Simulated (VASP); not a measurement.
**BN: single point with PBE**

BN:

```
B N
1.0
     0.00000   -1.81239   -1.81239
    -1.81239    0.00000   -1.81239
     1.81239    1.81239   -3.62479
B N
2 2
Cartesian
  -0.0429 0.0219 -0.0209
  0.0429 -0.0219 -3.6038
  0.8623 0.9287 -4.5524
  -0.8623 -0.9287 -4.5096
```

This cell differs from its parent crystal: mode 4 frozen in at -0.051 Å and mode 5 at +0.017 Å (largest displacements).

| Property | Result |
| --- | --- |
| Program | VASP 6.6.1 |
| Task | single point |
| Functional | PBE |
| Potentials or basis | VASP PAW PBE potentials, release 64 (B, N) |
| Cutoff | 520 eV |
| k mesh | 6 × 6 × 6 |
| Occupations | gaussian, width 0.05 eV |
| Spin | no spin polarisation |

| Item | Value |
| --- | --- |
| Pressure | 0.1 GPa |
| Largest force | 0.651 eV/Å |
| Band gap on the k mesh | 4.40 eV |

Forces in eV/Å, atoms in the order of the input:
```
B    0.391 -0.201  0.191
B   -0.399  0.204 -0.195
N    0.530 -0.273  0.260
N   -0.523  0.269 -0.256
```

Stress tensor (GPa, compression positive):
```
-0.53  0.22 -0.21
 0.22  0.45 -0.03
-0.21 -0.03  0.48
```

Levels at points of the mesh, in eV from the valence-band top:
| k point | band 6 | band 7 | band 8 | band 9 | band 10 | band 11 |
| --- | --- | --- | --- | --- | --- | --- |
| (0.00, 0.00, 0.00) | -0.07 | -0.04 | 0.00 | 8.65 | 8.74 | 8.75 |
| (0.50, 0.00, 0.00) | -5.05 | -3.64 | -3.63 | 7.41 | 7.51 | 12.50 |
| (0.00, 0.50, 0.00) | -4.92 | -3.67 | -3.65 | 7.34 | 7.55 | 12.32 |
| (0.50, 0.50, 0.50) | -5.06 | -3.64 | -3.63 | 7.41 | 7.51 | 12.51 |
| (0.50, 0.50, 0.00) | -4.87 | -2.00 | -1.92 | 4.41 | 9.16 | 9.94 |
| (0.00, 0.50, 0.50) | -4.88 | -1.96 | -1.94 | 4.40 | 9.03 | 9.98 |
| (0.50, 0.00, 0.50) | -4.87 | -2.00 | -1.92 | 4.41 | 9.15 | 9.94 |
| (0.00, 0.00, 0.50) | -1.25 | -1.05 | -1.05 | 9.25 | 9.36 | 9.96 |

Run time: 33 s on 1 thread of Intel(R) Xeon(R) Platinum 8488C (Sapphire Rapids) (shared host), peak memory 0.15 GiB.

Caveat: the k points lie up to 0.48 Å⁻¹ apart; the cell differs from its parent crystal (mode 4 frozen in at -0.051 Å and mode 5 at +0.017 Å (largest displacements)). A k mesh can miss the band edges.
